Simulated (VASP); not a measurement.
# Au (P-1) in VASP: further runs, part 2 of 2

VASP 6.6.1. The steps go on from the part before.

## Step 3: Single point, PBEsol (atoms moved at random and the cell strained at random)

Contents of INCAR:

```
  PREC = Accurate
  ENCUT = 520
  EDIFF = 1E-7
  ISMEAR = 0
  SIGMA = 0.1
  LREAL = F
  LASPH = T
  NELM = 100
  ALGO = Normal
  ISIF = 2
  LWAVE = F
  LCHARG = F
  GGA = PS
  NBANDS = 18
```

Contents of KPOINTS:

```
regular mesh
0
Gamma
  16 16 8
```

Contents of POSCAR:

```
Au
1.0
    2.7417232446      0.0129512497      0.0228617712
    0.0003569093      2.7742638740      0.0028559912
   -1.0735487806     -1.1662002649      4.7351326432
Au
2
Direct
    0.3301009397      0.3491910283      0.7364344096
    0.6698990603      0.6508089717      0.2635655904
```

Potentials or basis: VASP PAW PBE potentials, release 64 (Au).

Command:

```console
> cat potpaw_PBE.64/Au/POTCAR > POTCAR
> mpirun -np 1 vasp_std > vasp.out
```

OUTCAR:

```text
PREC = Accurate
   ENCUT = 520
   EDIFF = 1E-7
   ISMEAR = 0
   LREAL = F
   LASPH = T
   NELM = 100
   ISIF = 2
   GGA = PS

 ion  position               nearest neighbor table
   1  0.330  0.349  0.736-   2 2.54   2 2.95   2 2.96   2 2.99   2 3.00   2 3.44   2 3.59
   2  0.670  0.651  0.264-   1 2.54   1 2.95   1 2.96   1 2.99   1 3.00   1 3.44   1 3.59

  LATTYP: Found a triclinic cell.
 ALAT       =     2.7418491471
 B/A-ratio  =     1.4191366449
 C/A-ratio  =     2.8670872802
 COS(alpha) =     0.0004694602
 COS(beta)  =     0.5687665145
 COS(gamma) =     0.7011881237

  Lattice vectors:

 A1 = (  -2.7417232446,  -0.0129512497,  -0.0228617712)
 A2 = (  -2.7413663353,   2.7613126243,  -0.0200057800)
 A3 = (  -4.4106115272,  -4.4082299825,  -4.7865681680)

Analysis of symmetry for initial positions (statically):
=====================================================================
 Subroutine PRICEL returns:
 Original cell was already a primitive cell.

 Routine SETGRP: Setting up the symmetry group for a
 triclinic supercell.

 Subroutine GETGRP returns: Found  2 space group operations
 (whereof  2 operations were pure point group operations)
 out of a pool of  2 trial point group operations.

The static configuration has the point symmetry S_2 .

Analysis of symmetry for dynamics (positions and initial velocities):
=====================================================================
 Subroutine PRICEL returns:
 Original cell was already a primitive cell.

 Routine SETGRP: Setting up the symmetry group for a
 triclinic supercell.

 Subroutine GETGRP returns: Found  2 space group operations
 (whereof  2 operations were pure point group operations)
 out of a pool of  2 trial point group operations.

The dynamic configuration has the point symmetry S_2 .

 Subroutine INISYM returns: Found  2 space group operations
 (whereof  2 operations are pure point group operations),
 and found     1 'primitive' translations

[... 105 lines left out ...]
   NELECT =      22.0000    total number of electrons
   NUPDOWN=      -1.0000    fix difference up-down
   EMIN   =  10.00;   EMAX   =-10.00  energy-range for DOS
   EFERMI =   0.00;   METHOD = LEGACY
   ISMEAR =     0;   SIGMA  =   0.10  broadening in eV -4-tet -1-fermi 0-gaus
   EFERMI_NEDOS =   21; number of points for ismear=-14 and -15
   IALGO  =     38    algorithm
   IMIX   =      4    mixing-type and parameters
     AMIX     =   0.40;   BMIX     =  1.00
     AMIX_MAG =   1.60;   BMIX_MAG =  1.00
  volume/ion in A,a.u.               =      18.05       121.79
  Fermi-wavevector in a.u.,A,eV,Ry     =   1.388049  2.623032 26.214072  1.926680
  Thomas-Fermi vector in A             =   2.512212
   LORBIT       =      0    0 simple, 1 ext, 2 COOP (PROOUT), +10 PAW based schemes
   GGA     = PS    functional components
   LHFCALC =     F    Hartree Fock is set to
   AEXX    =    0.0000 exact exchange contribution
   IVDW    =     0    specifies the selected vdW correction
   LEPSILON=     F    determine dielectric tensor
   LRPA    =     F    only Hartree local field effects (RPA)
 non-spin polarized calculation
 Gauss-broadening in eV      SIGMA  =   0.10
  energy-cutoff  :      520.00
  volume of cell :       36.09
 maximum number of plane-waves:       991
   NGX = 11   NGY = 11   NGZ = 19

 number of electron      22.0000001 magnetization

 Free energy of the ion-electron system (eV)
  ---------------------------------------------------
  ext. energy  EPLUGINS =         0.00000000
  ---------------------------------------------------
  free energy    TOTEN  =        -7.46728042 eV

  energy without entropy =       -7.46453102  energy(sigma->0) =       -7.46590572

 E-fermi :   8.2112     XC(G=0): -12.4752

 val. band max:        8.2096412109   @ k =   0.3750   0.1875   0.2500
 cond. band min:       8.2120918594   @ k =   0.2500  -0.4375   0.2500
 fundamental gap:      0.0024506485
 Fermi energy:         8.2111570656

 k-point     1 :       0.0000    0.0000    0.0000
  band No.  band energies     occupation
      1      -1.0278      2.00000
      2       1.7203      2.00000
      3       2.1083      2.00000
      4       2.4834      2.00000
      5       2.8873      2.00000
      6       5.2788      2.00000
[... 481 lines left out ...]
      5       3.0412      2.00000
      6       4.5622      2.00000
[... 10 lines left out ...]
     17      23.5849      0.00000
     18      26.4846      0.00000

 [... further k-points ...]
[... 5 lines left out ...]
  --------------------------------------------------------------------------------------
  -------------------------------------------------------------------------------------
  Total        0.0929388     -0.5814166      2.4570895      0.0857466      0.3268718      0.6445560
  in kB        4.1254813    -25.8086422    109.0683464      3.8062288     14.5095936     28.6113528
  external PRESSURE =      29.1283952 kB  Pullay stress =       0.0000000 kB

 VOLUME and BASIS-vectors are now :
 -----------------------------------------------------------------------------
  energy-cutoff  :      520.00
  volume of cell :       36.09
      direct lattice vectors                 reciprocal lattice vectors
     2.741723245  0.012951250  0.022861771     0.364046778 -0.000131769  0.082504195
     0.000356909  2.774263874  0.002855991    -0.002437738  0.360365494  0.088200550
    -1.073548781 -1.166200265  4.735132643    -0.001756190 -0.000216718  0.210735788

 POSITION                                       TOTAL-FORCE (eV/Angst)
 -----------------------------------------------------------------------------------
      0.11457      0.11419      3.49566        -0.266534     -0.180601     -1.311707
      1.55396      1.50682      1.26519         0.266534      0.180601      1.311707
 -----------------------------------------------------------------------------------
    total drift:                               -0.000000     -0.000000      0.000000

  FREE ENERGIE OF THE ION-ELECTRON SYSTEM (eV)
  ---------------------------------------------------
  free  energy   TOTEN  =        -7.4672804186 eV

  energy  without entropy=       -7.4645310153  energy(sigma->0) =       -7.46590572
```

OSZICAR:

```text
N       E                     dE             d eps       ncg     rms          rms(c)
DAV:   1     0.122339228585E+03    0.12234E+03   -0.11672E+04 37032   0.118E+03
DAV:   2    -0.605064840913E+01   -0.12839E+03   -0.12257E+03 39132   0.259E+02
DAV:   3    -0.815874659163E+01   -0.21081E+01   -0.20966E+01 43634   0.337E+01
DAV:   4    -0.816886409931E+01   -0.10118E-01   -0.10116E-01 41712   0.243E+00
DAV:   5    -0.816896541164E+01   -0.10131E-03   -0.10131E-03 41882   0.259E-01    0.130E+01
DAV:   6    -0.751408435088E+01    0.65488E+00   -0.13932E+00 38994   0.102E+01    0.821E+00
DAV:   7    -0.747311499835E+01    0.40969E-01   -0.10354E-01 43254   0.274E+00    0.368E+00
DAV:   8    -0.746729363407E+01    0.58214E-02   -0.74479E-03 39550   0.705E-01    0.355E-01
DAV:   9    -0.746727352104E+01    0.20113E-04   -0.53610E-05 41198   0.564E-02    0.411E-02
DAV:  10    -0.746727868675E+01   -0.51657E-05   -0.35257E-06 43590   0.137E-02    0.727E-03
DAV:  11    -0.746728034403E+01   -0.16573E-05   -0.45787E-07 42646   0.486E-03    0.183E-03
DAV:  12    -0.746728046022E+01   -0.11619E-06   -0.22544E-08 21210   0.103E-03    0.118E-03
DAV:  13    -0.746728041861E+01    0.41610E-07   -0.92355E-09 19902   0.638E-04
   1 F= -.74672804E+01 E0= -.74659057E+01  d E =-.274940E-02
```

stdout:

```text
POSCAR found type information on POSCAR Au
 POSCAR found :  1 types and       2 ions
 scaLAPACK will be used
 -----------------------------------------------------------------------------
|                                                                             |
|                                                                             |
|     You enforced a specific xc type in the INCAR file but a different       |
|     I HOPE YOU KNOW WHAT YOU ARE DOING!                                     |
|                                                                             |
 -----------------------------------------------------------------------------

 LDA part: xc-table for (Slater+PW92), standard interpolation
 POSCAR, INCAR and KPOINTS ok, starting setup
 FFT: planning ... GRIDC
 FFT: planning ... GRID_SOFT
 FFT: planning ... GRID
 WAVECAR not read
 entering main loop
```

Wall time 5.9 min (1 thread of Intel Xeon Platinum 8259CL at 2.50GHz (Skylake/Cascade Lake), shared host); peak memory 0.61 GiB.

What came out:

```
Free energy            : -7.4673 eV
Pressure               : 2.9 GPa
Largest force          : 1.351 eV/Å
Band gap on the k mesh : zero (band 11 reaches 11.82 eV, above the bottom of band 12 at 6.48 eV)
```

Forces in eV/Å, atoms in the order of the input:
```
Au  -0.267 -0.181 -1.312
Au   0.267  0.181  1.312
```

Caveat: the cell differs from its parent crystal (atoms moved at random and the cell strained at random); the PAW data sets were made with another functional, which shifts forces and pressure a little; spin-orbit coupling is left out, which moves the levels of the heavy elements.
